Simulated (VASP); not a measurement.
# Ir (Fm-3m) in VASP: further runs

Runs on Ir. Level: LDA. Tasks: single point.

Program: VASP 6.6.1. These are calculated values, not measurements. Logs are shortened: lines on timing, memory, paths and dates and some standing lists are left out, and cuts for length are marked.

### 1 The cell of the first run

Symmetry: Fm-3m, No. 225, cubic system. The conventional cell has a = 3.812 Å, b = 3.812 Å, c = 3.812 Å, α = 90.00°, β = 90.00°, γ = 90.00°. Within 3.6 Å of Ir (site symmetry m-3m) lie 12 Ir at 2.70 Å.

### 2 Single point, LDA

INCAR

```
PREC = Accurate
ENCUT = 520
EDIFF = 1E-6
ISMEAR = 0
SIGMA = 0.2
LREAL = False
LASPH = True
NELM = 60
ALGO = Normal
ISIF = 2
LWAVE = False
LCHARG = False
GGA = CA
NBANDS = 10
```

KPOINTS

```
Automatic mesh
0
Gamma
  14 14 14
```

POSCAR

```
Ir
1.0
    0.0000000000      1.9060927672      1.9060927672
    1.9060927672      0.0000000000      1.9060927672
    1.9060927672      1.9060927672      0.0000000000
Ir
1
Direct
    0.0000000000      0.0000000000      0.0000000000
```

Potentials or basis: VASP PAW LDA potentials, release 64 (Ir).

Command:

```console
cat potpaw_LDA.64/Ir/POTCAR > POTCAR
mpirun -np 1 vasp_std > vasp.out
```

OUTCAR:

```text
PREC = Accurate
   ENCUT = 520
   EDIFF = 1E-6
   ISMEAR = 0
   LREAL = False
   LASPH = True
   NELM = 60
   ISIF = 2
   GGA = CA

 ion  position               nearest neighbor table
   1  0.000  0.000  0.000-

  LATTYP: Found a face centered cubic cell.
 ALAT       =     3.8121855344

  Lattice vectors:

 A1 = (   0.0000000000,   1.9060927672,   1.9060927672)
 A2 = (   1.9060927672,   0.0000000000,   1.9060927672)
 A3 = (   1.9060927672,   1.9060927672,   0.0000000000)

Analysis of symmetry for initial positions (statically):
=====================================================================
 Subroutine PRICEL returns:
 Original cell was already a primitive cell.

 Routine SETGRP: Setting up the symmetry group for a
 face centered cubic supercell.

 Subroutine GETGRP returns: Found 48 space group operations
 (whereof 48 operations were pure point group operations)
 out of a pool of 48 trial point group operations.

The static configuration has the point symmetry O_h .

Analysis of symmetry for dynamics (positions and initial velocities):
=====================================================================
 Subroutine PRICEL returns:
 Original cell was already a primitive cell.

 Routine SETGRP: Setting up the symmetry group for a
 face centered cubic supercell.

 Subroutine GETGRP returns: Found 48 space group operations
 (whereof 48 operations were pure point group operations)
 out of a pool of 48 trial point group operations.

The dynamic configuration has the point symmetry O_h .

 Subroutine INISYM returns: Found 48 space group operations
 (whereof 48 operations are pure point group operations),
 and found     1 'primitive' translations

----------------------------------------------------------------------------------------

                                     Primitive cell

  volume of cell :      13.8504

  direct lattice vectors                    reciprocal lattice vectors
     0.000000000  1.906092767  1.906092767    -0.262316719  0.262316719  0.262316719
     1.906092767  0.000000000  1.906092767     0.262316719 -0.262316719  0.262316719
     1.906092767  1.906092767  0.000000000     0.262316719  0.262316719 -0.262316719

  length of vectors
     2.695622243  2.695622243  2.695622243     0.454345884  0.454345884  0.454345884

  position of ions in fractional coordinates (direct lattice)
     0.000000000  0.000000000  0.000000000

  ion indices of the primitive-cell ions
[... 78 lines left out ...]
   IBRION =     -1    ionic relax: 0-MD 1-quasi-New 2-CG
   NFREE  =      0    steps in history (QN), initial steepest desc. (CG)
   ISIF   =      2    stress and relaxation
   ISYM   =      2    0-nonsym 1-usesym 2-fastsym
   POTIM  = 0.5000    time-step for ionic-motion
   TEBEG  =    0.0;   TEEND  =   0.0 temperature during run
   PSTRESS=    0.0 pullay stress
   NELECT =       9.0000    total number of electrons
   NUPDOWN=      -1.0000    fix difference up-down
   EMIN   =  10.00;   EMAX   =-10.00  energy-range for DOS
   EFERMI =   0.00;   METHOD = LEGACY
   ISMEAR =     0;   SIGMA  =   0.20  broadening in eV -4-tet -1-fermi 0-gaus
   EFERMI_NEDOS =   21; number of points for ismear=-14 and -15
   IALGO  =     38    algorithm
   IMIX   =      4    mixing-type and parameters
     AMIX     =   0.40;   BMIX     =  1.00
     AMIX_MAG =   1.60;   BMIX_MAG =  1.00
  volume/ion in A,a.u.               =      13.85        93.47
  Fermi-wavevector in a.u.,A,eV,Ry     =   1.417974  2.679583 27.356562  2.010651
  Thomas-Fermi vector in A             =   2.539148
   LORBIT       =      0    0 simple, 1 ext, 2 COOP (PROOUT), +10 PAW based schemes
   GGA     = CA    functional components
   LHFCALC =     F    Hartree Fock is set to
   AEXX    =    0.0000 exact exchange contribution
   IVDW    =     0    specifies the selected vdW correction
   LEPSILON=     F    determine dielectric tensor
   LRPA    =     F    only Hartree local field effects (RPA)
 non-spin polarized calculation
 Gauss-broadening in eV      SIGMA  =   0.20
  energy-cutoff  :      520.00
  volume of cell :       13.85
 maximum number of plane-waves:       388
   NGX =  9   NGY =  9   NGZ =  9

 number of electron       9.0000001 magnetization

 Free energy of the ion-electron system (eV)
  ---------------------------------------------------
  ext. energy  EPLUGINS =         0.00000000
  ---------------------------------------------------
  free energy    TOTEN  =       -10.32709574 eV

  energy without entropy =      -10.30450685  energy(sigma->0) =      -10.31580129

 E-fermi :  10.5960     XC(G=0): -14.2624

 val. band max:       10.5939475210   @ k =   0.5000   0.4286   0.0000
 cond. band min:      10.5977560948   @ k =  -0.4286   0.4286   0.0714
 fundamental gap:      0.0038085738
 Fermi energy:        10.5960057277

 k-point     1 :       0.0000    0.0000    0.0000
  band No.  band energies     occupation
      1      -0.6469      2.00000
      2       6.6425      2.00000
      3       6.6425      2.00000
      4       6.6425      2.00000
      5       9.4605      2.00000
      6       9.4605      2.00000
      7      24.9878      0.00000
      8      30.6528      0.00000
      9      30.6528      0.00000
     10      30.6528      0.00000
[... 287 lines left out ...]
 k-point    24 :       0.2857    0.1429    0.0000
  band No.  band energies     occupation
      1       2.1484      2.00000
      2       5.2608      2.00000
      3       7.0378      2.00000
      4       7.8037      2.00000
      5       9.2039      2.00000
      6      10.4378      1.73664
      7      25.7606      0.00000
      8      28.6871      0.00000
      9      30.9188      0.00000
     10      31.8584      0.00000

 [... further k-points ...]

------------------------ aborting loop because EDIFF is reached ----------------------------------------

  FORCE on cell =-STRESS in cart. coord.  units (eV):
  Direction    XX          YY          ZZ          XY          YZ          ZX
  --------------------------------------------------------------------------------------
  -------------------------------------------------------------------------------------
  Total        0.2205865      0.2205865      0.2205865     -0.0000000      0.0000000      0.0000000
  in kB       25.5168753     25.5168753     25.5168753     -0.0000000      0.0000000      0.0000000
  external PRESSURE =      25.5168753 kB  Pullay stress =       0.0000000 kB

 VOLUME and BASIS-vectors are now :
 -----------------------------------------------------------------------------
  energy-cutoff  :      520.00
  volume of cell :       13.85
      direct lattice vectors                 reciprocal lattice vectors
     0.000000000  1.906092767  1.906092767    -0.262316719  0.262316719  0.262316719
     1.906092767  0.000000000  1.906092767     0.262316719 -0.262316719  0.262316719
     1.906092767  1.906092767  0.000000000     0.262316719  0.262316719 -0.262316719

 POSITION                                       TOTAL-FORCE (eV/Angst)
 -----------------------------------------------------------------------------------
      0.00000      0.00000      0.00000         0.000000      0.000000      0.000000
 -----------------------------------------------------------------------------------
    total drift:                                0.000000     -0.000000     -0.000000

  FREE ENERGIE OF THE ION-ELECTRON SYSTEM (eV)
  ---------------------------------------------------
  free  energy   TOTEN  =       -10.3270957381 eV

  energy  without entropy=      -10.3045068478  energy(sigma->0) =      -10.31580129
```

OSZICAR:

```text
N       E                     dE             d eps       ncg     rms          rms(c)
DAV:   1     0.466196737549E+02    0.46620E+02   -0.42887E+03  2096   0.825E+02
DAV:   2    -0.100524620402E+02   -0.56672E+02   -0.53918E+02  2128   0.199E+02
DAV:   3    -0.109299648048E+02   -0.87750E+00   -0.87434E+00  2492   0.303E+01
DAV:   4    -0.109384359808E+02   -0.84712E-02   -0.84690E-02  2390   0.267E+00
DAV:   5    -0.109386193277E+02   -0.18335E-03   -0.18334E-03  2354   0.376E-01    0.167E+01
DAV:   6    -0.104275520677E+02    0.51107E+00   -0.88351E-01  2346   0.116E+01    0.666E+00
DAV:   7    -0.103345936771E+02    0.92958E-01   -0.25481E-01  2572   0.565E+00    0.153E+00
DAV:   8    -0.103320340748E+02    0.25596E-02   -0.17177E-03  2256   0.425E-01    0.122E+00
DAV:   9    -0.103271124443E+02    0.49216E-02   -0.25343E-03  2310   0.758E-01    0.593E-02
DAV:  10    -0.103270954039E+02    0.17040E-04   -0.14991E-05  2990   0.420E-02    0.119E-02
DAV:  11    -0.103270957381E+02   -0.33428E-06   -0.17193E-06  2246   0.110E-02
   1 F= -.10327096E+02 E0= -.10315801E+02  d E =-.225889E-01
```

stdout:

```text
POSCAR found type information on POSCAR Ir
 POSCAR found :  1 types and       1 ions
 scaLAPACK will be used
 LDA part: xc-table for (Slater(with rela. corr.)+CA(PZ))
 , standard interpolation
 POSCAR, INCAR and KPOINTS ok, starting setup
 FFT: planning ... GRIDC
 FFT: planning ... GRID_SOFT
 FFT: planning ... GRID
 WAVECAR not read
 entering main loop
```

Wall time 8.5 s (1 thread of Intel Xeon 6975P-C, shared host); peak memory 0.13 GiB.

Results:

```yaml
Free_energy: -10.3271 eV
Pressure: 2.6 GPa
```

Caveat: spin-orbit coupling is left out, which moves the levels of the heavy elements.

### 3 Single point, LDA

INCAR

```
SYSTEM = Ir
PREC = Accurate
ENCUT = 520
EDIFF = 1E-6
ISMEAR = 0
SIGMA = 0.3
LREAL = .FALSE.
LASPH = .TRUE.
NELM = 100
ALGO = Normal
ISIF = 2
LWAVE = .FALSE.
LCHARG = .FALSE.
NBANDS = 10
```

KPOINTS

```
regular mesh
0
G
  14 14 14
  0 0 0
```

POSCAR is that of step 2.

Potentials or basis: VASP PAW LDA potentials, release 64 (Ir).

Command:

```console
cat potpaw_LDA.64/Ir/POTCAR > POTCAR
mpirun -np 1 vasp_std > vasp.out
```

OUTCAR:

```text
SYSTEM = Ir
   PREC = Accurate
   ENCUT = 520
   EDIFF = 1E-6
   ISMEAR = 0
   LREAL = .FALSE.
   LASPH = .TRUE.
   NELM = 100
   ISIF = 2

 ion  position               nearest neighbor table
   1  0.000  0.000  0.000-

  LATTYP: Found a face centered cubic cell.
 ALAT       =     3.8121855344

  Lattice vectors:

 A1 = (   0.0000000000,   1.9060927672,   1.9060927672)
 A2 = (   1.9060927672,   0.0000000000,   1.9060927672)
 A3 = (   1.9060927672,   1.9060927672,   0.0000000000)

Analysis of symmetry for initial positions (statically):
=====================================================================
 Subroutine PRICEL returns:
 Original cell was already a primitive cell.

 Routine SETGRP: Setting up the symmetry group for a
 face centered cubic supercell.

 Subroutine GETGRP returns: Found 48 space group operations
 (whereof 48 operations were pure point group operations)
 out of a pool of 48 trial point group operations.

The static configuration has the point symmetry O_h .

Analysis of symmetry for dynamics (positions and initial velocities):
=====================================================================
 Subroutine PRICEL returns:
[... 158 lines left out ...]
 cond. band min:      10.6449770222   @ k =  -0.3571   0.2857   0.0000
 fundamental gap:      0.0464204706
 Fermi energy:        10.6221219830

 k-point     1 :       0.0000    0.0000    0.0000
  band No.  band energies     occupation
      1      -0.6470      2.00000
      2       6.6435      2.00000
      3       6.6435      2.00000
      4       6.6435      2.00000
      5       9.4613      2.00000
      6       9.4613      2.00000
      7      24.9878      0.00000
      8      30.6525      0.00000
      9      30.6525      0.00000
     10      30.6525      0.00000
[... 287 lines left out ...]
 k-point    24 :       0.2857    0.1429    0.0000
  band No.  band energies     occupation
      1       2.1484      2.00000
      2       5.2616      2.00000
      3       7.0385      2.00000
      4       7.8047      2.00000
      5       9.2048      2.00000
      6      10.4388      1.61262
      7      25.7605      0.00000
      8      28.6874      0.00000
      9      30.9189      0.00000
     10      31.8585      0.00000

 [... further k-points ...]
[... 5 lines left out ...]
  --------------------------------------------------------------------------------------
  -------------------------------------------------------------------------------------
  Total        0.2351284      0.2351284      0.2351284      0.0000000      0.0000000      0.0000000
  in kB       27.1990397     27.1990397     27.1990397      0.0000000      0.0000000      0.0000000
  external PRESSURE =      27.1990397 kB  Pullay stress =       0.0000000 kB

 VOLUME and BASIS-vectors are now :
 -----------------------------------------------------------------------------
  energy-cutoff  :      520.00
  volume of cell :       13.85
      direct lattice vectors                 reciprocal lattice vectors
     0.000000000  1.906092767  1.906092767    -0.262316719  0.262316719  0.262316719
     1.906092767  0.000000000  1.906092767     0.262316719 -0.262316719  0.262316719
     1.906092767  1.906092767  0.000000000     0.262316719  0.262316719 -0.262316719

 POSITION                                       TOTAL-FORCE (eV/Angst)
 -----------------------------------------------------------------------------------
      0.00000      0.00000      0.00000         0.000000      0.000000      0.000000
 -----------------------------------------------------------------------------------
    total drift:                                0.000000      0.000000      0.000000

  FREE ENERGIE OF THE ION-ELECTRON SYSTEM (eV)
  ---------------------------------------------------
  free  energy   TOTEN  =       -10.3399877134 eV

  energy  without entropy=      -10.2959950947  energy(sigma->0) =      -10.31799140
```

OSZICAR:

```text
N       E                     dE             d eps       ncg     rms          rms(c)
DAV:   1     0.466143318934E+02    0.46614E+02   -0.42887E+03  2096   0.825E+02
DAV:   2    -0.100635473216E+02   -0.56678E+02   -0.53909E+02  2128   0.199E+02
DAV:   3    -0.109411107081E+02   -0.87756E+00   -0.87462E+00  2492   0.303E+01
DAV:   4    -0.109495746087E+02   -0.84639E-02   -0.84618E-02  2390   0.267E+00
DAV:   5    -0.109497575855E+02   -0.18298E-03   -0.18297E-03  2354   0.376E-01    0.167E+01
DAV:   6    -0.104403387569E+02    0.50942E+00   -0.88057E-01  2346   0.116E+01    0.669E+00
DAV:   7    -0.103474753378E+02    0.92863E-01   -0.25452E-01  2572   0.564E+00    0.154E+00
DAV:   8    -0.103445317549E+02    0.29436E-02   -0.17528E-03  2258   0.438E-01    0.117E+00
DAV:   9    -0.103400009744E+02    0.45308E-02   -0.23693E-03  2310   0.733E-01    0.551E-02
DAV:  10    -0.103399872191E+02    0.13755E-04   -0.13509E-05  2978   0.389E-02    0.117E-02
DAV:  11    -0.103399877134E+02   -0.49423E-06   -0.15212E-06  2218   0.995E-03
   1 F= -.10339988E+02 E0= -.10317991E+02  d E =-.439926E-01
```

It took 9.9 s on 1 thread of Intel Xeon 6975P-C, shared host; peak memory 0.13 GiB.

Results:

| Quantity | Value |
| --- | --- |
| Free energy | -10.3400 eV |
| Pressure | 2.7 GPa |

Caveat: spin-orbit coupling is left out, which moves the levels of the heavy elements.

### 4 Single point, LDA

INCAR, as its differences from that of step 3:

```diff
@@ -5,6 +5,6 @@
 ISMEAR = 0
-SIGMA = 0.3
+SIGMA = 0.6
 LREAL = .FALSE.
 LASPH = .TRUE.
-NELM = 100
+NELM = 80
 ALGO = Normal
```

KPOINTS is that of step 3.

POSCAR is that of step 3.

Command:

```console
cat potpaw_LDA.64/Ir/POTCAR > POTCAR
mpirun -np 1 vasp_std > vasp.out
```

Wall time 9.8 s (1 thread of Intel Xeon 6975P-C, shared host); peak memory 0.13 GiB.

The run converged. Its results:

- Free energy: -10.4050 eV
- Pressure: 4.1 GPa

Levels at points of the mesh, in eV from the Fermi level:
```csv
k point,band 2,band 3,band 4,band 5,band 6,band 7
"(0.00, 0.00, 0.00)",-3.99,-3.99,-3.99,-1.18,-1.18,14.34
"(0.50, 0.00, 0.00)",-4.09,-4.09,-0.73,0.99,0.99,7.54
"(0.50, 0.50, 0.00)",-7.55,0.98,1.58,1.58,1.79,10.86
```

Caveat: spin-orbit coupling is left out, which moves the levels of the heavy elements.

### 5 Single point, LDA

INCAR

```
PREC = Accurate
ENCUT = 520
EDIFF = 1E-6
ISMEAR = 0
SIGMA = 1.0
LREAL = F
LASPH = T
NELM = 100
ALGO = Normal
ISIF = 2
LWAVE = F
LCHARG = F
GGA = CA
NBANDS = 10
```

KPOINTS

```
regular mesh
0
Gamma
  14 14 14
```

POSCAR is that of step 4.

Command:

```console
cat potpaw_LDA.64/Ir/POTCAR > POTCAR
mpirun -np 1 vasp_std > vasp.out
```

It took 11 s on 1 thread of Intel Xeon 6975P-C, shared host; peak memory 0.13 GiB.

The run converged. Its results:

- Free energy: -10.5597 eV
- Pressure: 7.1 GPa

Levels at points of the mesh, in eV from the Fermi level:
| k point | band 1 | band 2 | band 3 | band 4 | band 5 | band 6 | band 7 | band 8 | band 9 |
| --- | --- | --- | --- | --- | --- | --- | --- | --- | --- |
| (0.00, 0.00, 0.00) | -11.28 | -3.96 | -3.96 | -3.96 | -1.15 | -1.15 | 14.36 | 20.02 | 20.02 |
| (0.50, 0.00, 0.00) | -8.27 | -4.06 | -4.06 | -0.71 | 1.02 | 1.02 | 7.57 | 13.90 | 19.99 |
| (0.50, 0.50, 0.00) | -8.10 | -7.52 | 1.00 | 1.62 | 1.62 | 1.80 | 10.89 | 11.86 | 11.86 |

Caveat: spin-orbit coupling is left out, which moves the levels of the heavy elements.

### 6 Summary

```tsv
smearing	gap on the mesh (eV)	pressure (GPa)
gaussian 0.2 eV	none	2.6
gaussian 0.3 eV	none	2.7
gaussian 0.6 eV	none	4.1
gaussian 1 eV	none	7.1
```

Alike in all rows: task single point; level LDA; potentials or basis VASP PAW LDA potentials, release 64 (Ir); no spin polarisation; cell as given; k mesh 14 × 14 × 14; cutoff (eV) 520.

Every run on the cell as given and a fine mesh finds a metal.

Caveats: spin-orbit coupling is left out, which moves the levels of the heavy elements.

Total energies depend on the potentials used, so only differences within one code and one set of settings carry meaning.
